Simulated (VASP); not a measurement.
**BN: single point with PBE+D3(BJ)**

Crystal: BN.

```xyz
8
Lattice="2.5061 -1.4469 3.2949 0.0000 2.8938 3.2949 -2.5061 -1.4469 3.2949" Properties=species:S:1:pos:R:3 pbc="T T T"
B     0.0000    0.0000    9.8817
B     0.0000    1.4469    6.5868
B     1.2531   -0.7235    6.5868
B    -1.2531   -0.7235    6.5868
N     0.0000    0.0000    3.2890
N     0.0000   -1.4469    6.5839
N    -1.2531    0.7235    6.5839
N     1.2531    0.7235    6.5839
```

| Quantity | Value |
| --- | --- |
| Program | VASP 6.6.1 |
| Task | single point |
| Functional | PBE |
| Dispersion | D3(BJ) |
| Potentials or basis | VASP PAW PBE potentials, release 64 (B, N) |
| Cutoff | 600 eV |
| k mesh | 3 × 3 × 3 |
| Occupations | gaussian, width 0.01 eV |
| Spin | no spin polarisation |
| Dipole correction | no |
| Further INCAR settings | ALGO = Normal; EDIFF = 1e-06; NBANDS = 26 |

```json
{"Pressure": "-0.1 GPa", "Band gap on the k mesh": "4.23 eV", "Dispersion energy per atom": "-0.142 eV"}
```

Forces in eV/Å, atoms in the order of the input:
```
B    0.000  0.000  0.002
B    0.000  0.000  0.002
B    0.000  0.000  0.002
B    0.000  0.000  0.002
N    0.000  0.000 -0.002
N    0.000  0.000 -0.002
N    0.000  0.000 -0.002
N    0.000  0.000 -0.002
```

Stress tensor (GPa, compression positive):
```
-0.05  0.00  0.00
 0.00 -0.05  0.00
 0.00  0.00 -0.26
```

Levels at points of the mesh, in eV from the valence-band top:
| k point | band 12 | band 13 | band 14 | band 15 | band 16 | band 17 | band 18 | band 19 | band 20 | band 21 |
| --- | --- | --- | --- | --- | --- | --- | --- | --- | --- | --- |
| (0.00, 0.00, 0.00) | -1.28 | -1.28 | -1.20 | -1.20 | -1.20 | 4.23 | 4.23 | 4.23 | 5.32 | 9.86 |

Run time: 12 s on 1 thread of Intel(R) Xeon(R) Platinum 8559C (Emerald Rapids) (shared host), peak memory 0.2 GiB.

Caveat: the k points lie up to 0.53 Å⁻¹ apart. A k mesh can miss the band edges.
